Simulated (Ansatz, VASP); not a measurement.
**BaHfO3: VASP beside Ansatz**

POSCAR

```
BaHfO3
1.0
    4.2589755461      0.0000000000      0.0000000000
    0.0000000000      4.2589755461      0.0000000000
    0.0000000000      0.0000000000      4.2589724757
Ba Hf O
1 1 3
Direct
    0.5000000000      0.5000000000      0.9979971341
    0.0000000000      0.0000000000      0.4979944383
    0.0000000000      0.5000000000      0.4980131608
    0.5000000000      0.0000000000      0.4980131608
    0.0000000000      0.0000000000      0.9980038959
```

Contents of INCAR.step1:

```
ALGO = Normal ; EDIFF = 1E-4
ENCUT = 520 ; GGA = PE
ISMEAR = 0 ; LASPH = True
LCHARG = False ; LREAL = False
LWAVE = True ; NBANDS = 27
NELM = 100 ; PREC = Accurate
SIGMA = 0.01
```

File INCAR.step2:

```
ALGO = Normal ; EDIFF = 1E-6
ENCUT = 520 ; ISIF = 2
ISMEAR = 0 ; ISTART = 1
LASPH = True ; LCHARG = False
LMIXTAU = True ; LREAL = False
LWAVE = False ; METAGGA = R2SCAN
NBANDS = 27 ; NELM = 100
PREC = Accurate ; SIGMA = 0.01
```

The input KPOINTS:

```
k-points
0
Gamma
  6 6 6
```

Input for Ansatz:

```yaml
crystal:
  lattice:
    - [4.2589755461, 0.0, 0.0]
    - [0.0, 4.2589755461, 0.0]
    - [0.0, 0.0, 4.2589724757]
  atoms:
    - { symbol: Ba, position: [0.5, 0.5, 0.9979971341] }
    - { symbol: Hf, position: [0.0, 0.0, 0.4979944383] }
    - { symbol: O, position: [0.0, 0.5, 0.4980131608] }
    - { symbol: O, position: [0.5, 0.0, 0.4980131608] }
    - { symbol: O, position: [0.0, 0.0, 0.9980038959] }
kpoints:
  mp_grid: { grid: [6, 6, 6] }
hamiltonian:
  xc: r2scan
scf:
  occupations: { method: fixed }
  n_extra_bands: 5
output:
  forces: true
  stress: true
  eigenvalues: true
```

Alike in both runs: task single point; functional r2SCAN; k mesh 6 × 6 × 6; no spin polarisation.

|  | VASP | Ansatz |
| --- | --- | --- |
| version | VASP 6.6.1 | Ansatz 0.2.0 |
| potentials or method | VASP PAW PBE potentials, release 64 (Ba_sv, Hf_pv, O) | plane waves, PAW |
| plane-wave cutoff (eV) | 520 | 500 |
| occupations | gaussian, width 0.01 eV | fixed |
| valence electrons in the cell | 38 | 54 |

Ansatz gave:

| Property | Result |
| --- | --- |
| gap on the k mesh at the Fermi level (eV) | 4.05 |
| pressure (GPa) | -8.8 |

Question: Which values does VASP return?

Answer: gap on the k mesh at the Fermi level (eV): 3.97; pressure (GPa): -9.6.

VASP's potentials were made for PBE, not for r2SCAN. VASP's potentials hold 38 valence electrons a cell and Ansatz's 54, so a difference there can come from the potentials and not from the codes. Ansatz's warnings: structure snapped to symmetry.

Spin-orbit coupling is off throughout.
